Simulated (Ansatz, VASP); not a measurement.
**Two plane-wave programs on Zr**

INCAR

```
ALGO = Normal
EDIFF = 1E-6
EDIFFG = -0.04
ENCUT = 600
GGA = PE
IBRION = 2
ISIF = 3
ISMEAR = 0
LASPH = True
LCHARG = False
LREAL = False
LWAVE = False
NELM = 100
NSW = 90
PREC = Accurate
SIGMA = 0.1
```

File KPOINTS:

```
k-points
0
Gamma
  6 6 6
```

Contents of POSCAR:

```
Zr
1.0
    5.4548589792      3.1493643000      1.4271301116
   -5.4548589792      3.1493643000      1.4271301116
    0.0000000000     -6.2987286000      1.4271301116
Zr
6
Direct
    0.5845000000      0.3510000000      0.2465000000
    0.2465000000      0.5845000000      0.3510000000
    0.3510000000      0.2465000000      0.5845000000
    0.4155000000      0.6490000000      0.7535000000
    0.7535000000      0.4155000000      0.6490000000
    0.6490000000      0.7535000000      0.4155000000
```

Input for Ansatz:

```yaml
crystal:
  lattice:
    - [5.4548589792, 3.1493643, 1.4271301116]
    - [-5.4548589792, 3.1493643, 1.4271301116]
    - [0.0, -6.2987286, 1.4271301116]
  atoms:
    - { symbol: Zr, position: [0.5845, 0.351, 0.2465] }
    - { symbol: Zr, position: [0.2465, 0.5845, 0.351] }
    - { symbol: Zr, position: [0.351, 0.2465, 0.5845] }
    - { symbol: Zr, position: [0.4155, 0.649, 0.7535] }
    - { symbol: Zr, position: [0.7535, 0.4155, 0.649] }
    - { symbol: Zr, position: [0.649, 0.7535, 0.4155] }
basis:
  ecutwfc: 420
kpoints:
  mp_grid: { grid: [6, 6, 6] }
hamiltonian:
  xc: pbe
scf:
  occupations: { method: gaussian, width: 0.1 }
  lower_state_search: "off"
output:
  forces: true
  stress: true
  eigenvalues: true
relax:
  adjacent_minimum: "off"
  f_tol: 0.04
  max_steps: 70
  cell: { stress_tol: 0.4 }
```

Alike in both runs: task relaxation of cell and atoms; functional PBE; k mesh 6 × 6 × 6; occupations gaussian, width 0.1 eV; no spin polarisation.

|  | VASP | Ansatz |
| --- | --- | --- |
| version | VASP 6.6.1 | Ansatz 0.2.0 |
| potentials or method | VASP PAW PBE potentials, release 64 (Zr_sv), cutoff 600 eV | scalar-relativistic, plane waves, PAW |
| valence electrons in the cell | 72 | 72 |

```csv
,VASP,Ansatz,Ansatz less VASP
"gap on the k mesh at the Fermi level, each at its own relaxed structure (eV)",none,none,-
relaxed volume (Å³/atom),24.78,24.73,-0.058
relaxed length of the cell vector where the two differ most in proportion (Å),7.383,7.374,-0.0084
```

A gap of «none» marks a metal or a gap that the smearing closes.
